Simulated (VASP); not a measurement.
Runs of VASP 6.6.1 on TiC. The structure is that of space group Pmm2 (No. 25), or close to it. The cells are those of the table. 

| cell | k mesh | gap on the mesh (eV) | moment (μB) | largest force (eV/Å) |
| --- | --- | --- | --- | --- |
| a = 10.800, b = 9.300, c = 2.067 Å, 2 atoms | 1 × 1 × 31 | none | (b) | 0.10 |
| a = 9.000, b = 9.300, c = 3.900 Å, 2 atoms | 1 × 1 × 17 | none | 0.59 | 0.09 |
| a = 9.900, b = 9.300, c = 3.085 Å, 2 atoms | 1 × 1 × 18 | none | (a) | 0.05 |
| a = 9.900, b = 9.300, c = 3.510 Å, 2 atoms | 1 × 1 × 18 | - | 0.02 | 1.16 |

Alike in all rows: task single point; level PBE; potentials or basis VASP PAW PBE potentials, release 64 (Ti_sv, C); spin collinear, ferromagnetic start; cutoff (eV) 520; smearing gaussian 0.05 eV.

Problem. Estimate the missing entries.

Solution. (a) 0.23; (b) 0.07.

A gap of «none» marks levels without a gap at the run's occupations.
